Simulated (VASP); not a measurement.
Al3BP4: single point with PBE0

Crystal: Al3BP4.

```xyz
8
Lattice="5.2555 0.0000 0.0000 0.0000 5.2555 0.0000 0.0000 0.0000 5.2555" Properties=species:S:1:pos:R:3 pbc="T T T"
B     0.0000    0.0000    0.0000
P     1.1920    1.1920    1.1920
P     4.0636    4.0636    1.1920
P     4.0636    1.1920    4.0636
P     1.1920    4.0636    4.0636
Al    2.6278    2.6278    0.0000
Al    2.6278    0.0000    2.6278
Al    0.0000    2.6278    2.6278
```

| Quantity | Value |
| --- | --- |
| Program | VASP 6.6.1 |
| Task | single point |
| Functional | PBE0 |
| Potentials or basis | VASP PAW PBE potentials, release 64 (B, P, Al) |
| Cutoff | 520 eV |
| k mesh | 4 × 4 × 4 |
| Occupations | gaussian, width 0.01 eV |
| Spin | no spin polarisation |
| Dipole correction | no |
| Grid for exact exchange (PRECFOCK) | Fast |
| Further INCAR settings | ALGO = Normal; EDIFF = 1e-06; NBANDS = 26 |
| Share of exact exchange | 0.25 |

The pressure is -0.9 GPa and the largest force is 0.080 eV/Å. The band gap on the k mesh is 2.47 eV (least direct gap 2.73 eV).

Forces on the atoms (eV/Å):
```
B    0.000  0.000  0.000
P   -0.046 -0.046 -0.046
P    0.046  0.046 -0.046
P    0.046 -0.046  0.046
P   -0.046  0.046  0.046
Al   0.000  0.000  0.000
Al   0.000  0.000  0.000
Al   0.000  0.000  0.000
```

Levels at points of the mesh, in eV from the valence-band top:
```csv
k point,band 14,band 15,band 16,band 17,band 18,band 19
"(0.00, 0.00, 0.00)",0.00,0.00,0.00,2.73,2.73,2.73
"(0.50, 0.00, 0.00)",-2.18,-1.22,-1.22,3.35,3.84,5.36
"(0.50, 0.50, 0.00)",-1.65,-1.16,-0.59,4.12,4.38,5.45
"(0.50, 0.50, 0.50)",-0.88,-0.69,-0.69,2.47,4.59,4.59
```

Wall time 13 min on 4 MPI ranks on Oxide Virtual Turin-like Processor, with other jobs on the host, peak memory 0.25 GiB a rank.

Caveat: the PAW data sets were made with another functional, which shifts forces and pressure a little. A k mesh can miss the band edges.
